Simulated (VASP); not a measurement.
# Al5BAs6 (P-4m2) in VASP: single point with PBE

Aim: the single point of Al5BAs6 with PBE.

Everything below comes from runs of VASP 6.6.1. Logs are shortened: lines on timing, memory, paths and dates and some standing lists are left out, and cuts for length are marked.

### Step 1. The cell of the first run

It takes space group P-4m2 (No. 115, tetragonal). Conventional cell: a = 3.924 Å, b = 3.924 Å, c = 17.004 Å, α = 90.00°, β = 90.00°, γ = 90.00°. Al (site symmetry 2mm) has 4 As at 2.45 to 2.46 Å within 3.2 Å. Al (site symmetry 2mm) has 4 As at 2.45 Å within 3.2 Å. Al (site symmetry -4m2) has 4 As at 2.45 Å within 3.2 Å. B (site symmetry -4m2) has 4 As at 2.26 Å within 3.0 Å. Within 3.2 Å of As (site symmetry 2mm) lie 4 Al at 2.45 Å. Within 3.2 Å of As (site symmetry 2mm) lie 4 Al at 2.45 Å. Within 3.0 Å of As (site symmetry 2mm) lie 2 B at 2.26 Å and 2 Al at 2.46 Å.

### Step 2. Single point, PBE

File INCAR:

```
ALGO = Normal ; EDIFF = 1E-7
ENCUT = 520 ; GGA = PE
ISIF = 2 ; ISMEAR = 0
LASPH = True ; LCHARG = False
LREAL = False ; LWAVE = False
NBANDS = 36 ; NELM = 80
PREC = Accurate ; SIGMA = 0.02
```

File KPOINTS:

```
k-points
0
Gamma
  8 8 2
```

File POSCAR:

```
Al5BAs6
1.0
    3.9240974997      0.0000000000      0.0000000000
    0.0000000000      3.9240974997      0.0000000000
    0.0000000000      0.0000000000     17.0044094229
Al B As
5 1 6
Direct
    0.0000000000      0.0000000000      0.6536995576
    0.5000000000      0.5000000000      0.8267394372
    0.0000000000      0.0000000000      0.0000000000
    0.5000000000      0.5000000000      0.1732605628
    0.0000000000      0.0000000000      0.3463004424
    0.5000000000      0.5000000000      0.5000000000
    0.5000000000      0.0000000000      0.7401302166
    0.0000000000      0.5000000000      0.9133669246
    0.5000000000      0.0000000000      0.0866330754
    0.0000000000      0.5000000000      0.2598697834
    0.5000000000      0.0000000000      0.4338934766
    0.0000000000      0.5000000000      0.5661065234
```

Potentials or basis: VASP PAW PBE potentials, release 64 (Al, B, As).

The run is started by

```console
> cat potpaw_PBE.64/Al/POTCAR potpaw_PBE.64/B/POTCAR potpaw_PBE.64/As/POTCAR > POTCAR
> mpirun -np 1 vasp_std > vasp.out
```

OUTCAR:

```text
EDIFF = 1E-7
   ENCUT = 520
   GGA = PE
   ISIF = 2
   ISMEAR = 0
   LASPH = True
   LREAL = False
   NELM = 80
   PREC = Accurate

 ion  position               nearest neighbor table
   1  0.000  0.000  0.654-   7 2.45   7 2.45  12 2.46  12 2.46
   2  0.500  0.500  0.827-   7 2.45   7 2.45   8 2.45   8 2.45
   3  0.000  0.000  0.000-   8 2.45   9 2.45   8 2.45   9 2.45
   4  0.500  0.500  0.173-  10 2.45  10 2.45   9 2.45   9 2.45
   5  0.000  0.000  0.346-  10 2.45  10 2.45  11 2.46  11 2.46
   6  0.500  0.500  0.500-  11 2.26  12 2.26  11 2.26  12 2.26
   7  0.500  0.000  0.740-   1 2.45   1 2.45   2 2.45   2 2.45
   8  0.000  0.500  0.913-   2 2.45   2 2.45   3 2.45   3 2.45
   9  0.500  0.000  0.087-   4 2.45   4 2.45   3 2.45   3 2.45
  10  0.000  0.500  0.260-   5 2.45   5 2.45   4 2.45   4 2.45
  11  0.500  0.000  0.434-   6 2.26   6 2.26   5 2.46   5 2.46
  12  0.000  0.500  0.566-   6 2.26   6 2.26   1 2.46   1 2.46

  LATTYP: Found a simple tetragonal cell.
 ALAT       =     3.9240974997
 C/A-ratio  =     4.3333300012

  Lattice vectors:

 A1 = (   3.9240974997,   0.0000000000,   0.0000000000)
 A2 = (   0.0000000000,   3.9240974997,   0.0000000000)
 A3 = (   0.0000000000,   0.0000000000,  17.0044094229)

Analysis of symmetry for initial positions (statically):
=====================================================================
 Subroutine PRICEL returns:
 Original cell was already a primitive cell.

 Routine SETGRP: Setting up the symmetry group for a
 simple tetragonal supercell.

 Subroutine GETGRP returns: Found  8 space group operations
 (whereof  8 operations were pure point group operations)
 out of a pool of 16 trial point group operations.

The static configuration has the point symmetry D_2d.

Analysis of symmetry for dynamics (positions and initial velocities):
=====================================================================
 Subroutine PRICEL returns:
 Original cell was already a primitive cell.

 Routine SETGRP: Setting up the symmetry group for a
 simple tetragonal supercell.

 Subroutine GETGRP returns: Found  8 space group operations
 (whereof  8 operations were pure point group operations)
 out of a pool of 16 trial point group operations.

The dynamic configuration has the point symmetry D_2d.

 Subroutine INISYM returns: Found  8 space group operations
 (whereof  8 operations are pure point group operations),
 and found     1 'primitive' translations

----------------------------------------------------------------------------------------

                                     Primitive cell

  volume of cell :     261.8431

  direct lattice vectors                    reciprocal lattice vectors
     3.924097500  0.000000000  0.000000000     0.254835666  0.000000000  0.000000000
     0.000000000  3.924097500  0.000000000     0.000000000  0.254835666  0.000000000
     0.000000000  0.000000000 17.004409423     0.000000000  0.000000000  0.058808276

  length of vectors
     3.924097500  3.924097500 17.004409423     0.254835666  0.254835666  0.058808276

  position of ions in fractional coordinates (direct lattice)
     0.000000000  0.000000000  0.653699558
     0.500000000  0.500000000  0.826739437
     0.000000000  0.000000000  0.000000000
     0.500000000  0.500000000  0.173260563
     0.000000000  0.000000000  0.346300442
     0.500000000  0.500000000  0.500000000
     0.500000000  0.000000000  0.740130217
     0.000000000  0.500000000  0.913366925
     0.500000000  0.000000000  0.086633075
     0.000000000  0.500000000  0.259869783
     0.500000000  0.000000000  0.433893477
     0.000000000  0.500000000  0.566106523

  ion indices of the primitive-cell ions
   primitive index   ion index
                 1           1
                 2           2
                 3           3
                 4           4
                 5           5
                 6           6
                 7           7
                 8           8
                 9           9
                10          10
                11          11
                12          12

----------------------------------------------------------------------------------------

 KPOINTS: k-points

Automatic generation of k-mesh.
 Grid dimensions read from file:
 generate k-points for:    8    8    2

 Generating k-lattice:

  Cartesian coordinates                     Fractional coordinates (reciprocal lattice)
     0.031854458  0.000000000  0.000000000     0.125000000  0.000000000  0.000000000
     0.000000000  0.031854458  0.000000000     0.000000000  0.125000000  0.000000000
     0.000000000  0.000000000  0.029404138     0.000000000  0.000000000  0.500000000

  Length of vectors
     0.031854458  0.031854458  0.029404138

  Shift w.r.t. Gamma in fractional coordinates (k-lattice)
     0.000000000  0.000000000  0.000000000

 Subroutine IBZKPT returns following result:
 ===========================================

 Found     30 irreducible k-points:

 Following reciprocal coordinates:
            Coordinates               Weight
  0.000000  0.000000  0.000000      1.000000
  0.125000  0.000000  0.000000      4.000000
  0.250000  0.000000  0.000000      4.000000
  0.375000  0.000000  0.000000      4.000000
  0.500000  0.000000  0.000000      2.000000
  0.125000  0.125000  0.000000      4.000000
[... 16 lines left out ...]
  0.375000  0.125000  0.500000      8.000000
  0.500000  0.125000  0.500000      4.000000
 [... further k-points ...]
   k-points           NKPTS =     30   k-points in BZ     NKDIM =     30   number of bands    NBANDS=     36
   number of dos      NEDOS =    301   number of ions     NIONS =     12
   total plane-waves  NPLWV = 113400
   dimension x,y,z NGX =    30 NGY =   30 NGZ =  126
   dimension x,y,z NGXF=    60 NGYF=   60 NGZF=  252
   ions per type =               5   1   6
   NGX,Y,Z   is equivalent  to a cutoff of  12.71, 12.71, 12.32 a.u.
   NGXF,Y,Z  is equivalent  to a cutoff of  25.42, 25.42, 24.64 a.u.
 SYSTEM =  unknown system
   PREC   = accura    normal or accurate (medium, high low for compatibility)
   ISTART =      0    job   : 0-new  1-cont  2-samecut
   ICHARG =      2    charge: 1-file 2-atom 10-const
   ISPIN  =      1    spin polarized calculation?
   LNONCOLLINEAR =      F non collinear calculations
   LSORBIT =      F    spin-orbit coupling
   LASPH  =      T    aspherical Exc in radial PAW
   ENCUT  =  520.0 eV  38.22 Ry    6.18 a.u.   7.30  7.30 31.62*2*pi/ulx,y,z
   NELM   =     80;   NELMIN=  2; NELMDL= -5     # of ELM steps
   EDIFF  = 0.1E-06   stopping-criterion for ELM
   LREAL  =      F    real-space projection
   EDIFFG = 0.1E-05   stopping-criterion for IOM
   NSW    =      0    number of steps for IOM
   IBRION =     -1    ionic relax: 0-MD 1-quasi-New 2-CG
   NFREE  =      0    steps in history (QN), initial steepest desc. (CG)
   ISIF   =      2    stress and relaxation
   ISYM   =      2    0-nonsym 1-usesym 2-fastsym
   POTIM  = 0.5000    time-step for ionic-motion
   TEBEG  =    0.0;   TEEND  =   0.0 temperature during run
   PSTRESS=    0.0 pullay stress
   NELECT =      48.0000    total number of electrons
   NUPDOWN=      -1.0000    fix difference up-down
   EMIN   =  10.00;   EMAX   =-10.00  energy-range for DOS
   EFERMI =   0.00;   METHOD = LEGACY
   ISMEAR =     0;   SIGMA  =   0.02  broadening in eV -4-tet -1-fermi 0-gaus
   EFERMI_NEDOS =   21; number of points for ismear=-14 and -15
   IALGO  =     38    algorithm
   IMIX   =      4    mixing-type and parameters
     AMIX     =   0.40;   BMIX     =  1.00
     AMIX_MAG =   1.60;   BMIX_MAG =  1.00
  volume/ion in A,a.u.               =      21.82       147.25
  Fermi-wavevector in a.u.,A,eV,Ry     =   0.929983  1.757412 11.767241  0.864868
  Thomas-Fermi vector in A             =   2.056323
   LORBIT       =      0    0 simple, 1 ext, 2 COOP (PROOUT), +10 PAW based schemes
   GGA     = PE    functional components
   LHFCALC =     F    Hartree Fock is set to
   AEXX    =    0.0000 exact exchange contribution
   IVDW    =     0    specifies the selected vdW correction
   LEPSILON=     F    determine dielectric tensor
   LRPA    =     F    only Hartree local field effects (RPA)
 non-spin polarized calculation
 Gauss-broadening in eV      SIGMA  =   0.02
  energy-cutoff  :      520.00
  volume of cell :      261.84
 maximum number of plane-waves:      7103
 NGX is ok and might be reduce to    30
   NGX = 15   NGY = 15   NGZ = 63

 number of electron      47.9999991 magnetization

 Free energy of the ion-electron system (eV)
  ---------------------------------------------------
  ext. energy  EPLUGINS =         0.00000000
  ---------------------------------------------------
  free energy    TOTEN  =       -57.06969115 eV

  energy without entropy =      -57.06969115  energy(sigma->0) =      -57.06969115

 E-fermi :   4.1740     XC(G=0):  -9.1137

 val. band max:        4.0367013812   @ k =   0.0000   0.0000   0.0000
 cond. band min:       4.9458153624   @ k =   0.0000   0.0000   0.0000
 fundamental gap:      0.9091139812
 Fermi energy:         4.1740356174

 k-point     1 :       0.0000    0.0000    0.0000
  band No.  band energies     occupation
      1      -8.4598      2.00000
      2      -7.8788      2.00000
      3      -7.6862      2.00000
      4      -6.9416      2.00000
      5      -6.7382      2.00000
      6      -6.0764      2.00000
[... 28 lines left out ...]
     35       7.8666      0.00000
     36       7.8743      0.00000

 k-point     2 :       0.1250    0.0000    0.0000
  band No.  band energies     occupation
      1      -8.3492      2.00000
      2      -7.7774      2.00000
      3      -7.5902      2.00000
      4      -6.8748      2.00000
      5      -6.6832      2.00000
      6      -6.0719      2.00000
[... 28 lines left out ...]
     35       7.9645      0.00000
     36       7.9844      0.00000

 k-point     3 :       0.2500    0.0000    0.0000
  band No.  band energies     occupation
      1      -8.0288      2.00000
      2      -7.4904      2.00000
      3      -7.3233      2.00000
      4      -6.7127      2.00000
      5      -6.5659      2.00000
      6      -6.1209      2.00000
[... 28 lines left out ...]
     35       8.7199      0.00000
     36       8.7980      0.00000

 k-point     4 :       0.3750    0.0000    0.0000
  band No.  band energies     occupation
      1      -7.5426      2.00000
      2      -7.0800      2.00000
      3      -6.9625      2.00000
      4      -6.5906      2.00000
      5      -6.5389      2.00000
      6      -6.3475      2.00000
[... 28 lines left out ...]
     35       8.5536      0.00000
     36       8.8028      0.00000

 k-point     5 :       0.5000    0.0000    0.0000
  band No.  band energies     occupation
      1      -7.0938      2.00000
      2      -6.8436      2.00000
      3      -6.6714      2.00000
      4      -6.6649      2.00000
      5      -6.6428      2.00000
      6      -6.6392      2.00000
[... 655 lines left out ...]
 k-point    22 :       0.2500    0.1250    0.5000
  band No.  band energies     occupation
      1      -7.9175      2.00000
      2      -7.4571      2.00000
      3      -7.0563      2.00000
      4      -6.8915      2.00000
      5      -6.2861      2.00000
      6      -6.1773      2.00000
[... 28 lines left out ...]
     35       8.7539      0.00000
     36       9.1003      0.00000

 k-point    23 :       0.3750    0.1250    0.5000
  band No.  band energies     occupation
      1      -7.4381      2.00000
      2      -7.0319      2.00000
      3      -6.7604      2.00000
      4      -6.6668      2.00000
      5      -6.3631      2.00000
      6      -6.3197      2.00000
[... 28 lines left out ...]
     35       8.5715      0.00000
     36       8.8071      0.00000

 k-point    24 :       0.5000    0.1250    0.5000
  band No.  band energies     occupation
      1      -6.9962      2.00000
      2      -6.7633      2.00000
      3      -6.5934      2.00000
      4      -6.5913      2.00000
      5      -6.5608      2.00000
      6      -6.5547      2.00000
[... 28 lines left out ...]
     35       8.6841      0.00000
     36       8.6916      0.00000

 [... further k-points ...]

------------------------ aborting loop because EDIFF is reached ----------------------------------------

  FORCE on cell =-STRESS in cart. coord.  units (eV):
  Direction    XX          YY          ZZ          XY          YZ          ZX
  --------------------------------------------------------------------------------------
  -------------------------------------------------------------------------------------
  Total        0.2585544      0.2585544      0.2864388      0.0000000      0.0000000     -0.0000000
  in kB        1.5820545      1.5820545      1.7526745      0.0000000      0.0000000     -0.0000000
  external PRESSURE =       1.6389278 kB  Pullay stress =       0.0000000 kB

 VOLUME and BASIS-vectors are now :
 -----------------------------------------------------------------------------
  energy-cutoff  :      520.00
  volume of cell :      261.84
      direct lattice vectors                 reciprocal lattice vectors
     3.924097500  0.000000000  0.000000000     0.254835666  0.000000000  0.000000000
     0.000000000  3.924097500  0.000000000     0.000000000  0.254835666  0.000000000
     0.000000000  0.000000000 17.004409423     0.000000000  0.000000000  0.058808276

 POSITION                                       TOTAL-FORCE (eV/Angst)
 -----------------------------------------------------------------------------------
      0.00000      0.00000     11.11577         0.000000      0.000000     -0.001055
      1.96205      1.96205     14.05822         0.000000     -0.000000     -0.000135
      0.00000      0.00000      0.00000         0.000000      0.000000      0.000000
      1.96205      1.96205      2.94619         0.000000     -0.000000      0.000135
      0.00000      0.00000      5.88863         0.000000      0.000000      0.001055
      1.96205      1.96205      8.50220        -0.000000      0.000000      0.000000
      1.96205      0.00000     12.58548         0.000000      0.000000     -0.000370
      0.00000      1.96205     15.53127         0.000000     -0.000000     -0.000145
      1.96205      0.00000      1.47314         0.000000      0.000000      0.000145
      0.00000      1.96205      4.41893        -0.000000      0.000000      0.000370
      1.96205      0.00000      7.37810         0.000000      0.000000      0.002994
      0.00000      1.96205      9.62631         0.000000      0.000000     -0.002994
 -----------------------------------------------------------------------------------
    total drift:                                0.000000     -0.000000     -0.000000

  FREE ENERGIE OF THE ION-ELECTRON SYSTEM (eV)
  ---------------------------------------------------
  free  energy   TOTEN  =       -57.0696911491 eV

  energy  without entropy=      -57.0696911491  energy(sigma->0) =      -57.06969115
```

Wall time 3 min (1 thread of Intel Xeon 6975P-C (Granite Rapids), shared host); peak memory 0.46 GiB.

What came out:

| Item | Value |
| --- | --- |
| Free energy | -57.0697 eV |
| Pressure | 0.2 GPa |
| Band gap on the k mesh | 0.91 eV |

Forces in eV/Å, atoms in the order of the input:
```
Al   0.000  0.000 -0.001
Al   0.000  0.000  0.000
Al   0.000  0.000  0.000
Al   0.000  0.000  0.000
Al   0.000  0.000  0.001
B    0.000  0.000  0.000
As   0.000  0.000  0.000
As   0.000  0.000  0.000
As   0.000  0.000  0.000
As   0.000  0.000  0.000
As   0.000  0.000  0.003
As   0.000  0.000 -0.003
```

Levels at points of the mesh, in eV from the valence-band top:
```csv
k point,band 20,band 21,band 22,band 23,band 24,band 25,band 26,band 27,band 28,band 29
"(0.00, 0.00, 0.00)",-0.69,-0.69,-0.17,0.00,0.00,0.91,0.97,1.65,2.03,2.25
"(0.50, 0.00, 0.00)",-0.85,-0.84,-0.81,-0.81,-0.78,1.14,2.40,2.47,2.73,3.22
"(0.50, 0.50, 0.00)",-2.92,-2.58,-2.52,-2.52,-2.34,1.24,1.24,1.93,1.99,2.71
"(0.00, 0.00, 0.50)",-0.81,-0.42,-0.42,-0.13,-0.13,0.98,1.02,1.66,2.15,2.59
"(0.50, 0.00, 0.50)",-0.84,-0.84,-0.83,-0.81,-0.77,1.00,2.02,2.46,3.30,3.39
"(0.50, 0.50, 0.50)",-2.76,-2.76,-2.64,-2.64,-2.51,1.57,1.57,1.92,1.92,2.35
```

A k mesh can miss the band edges.
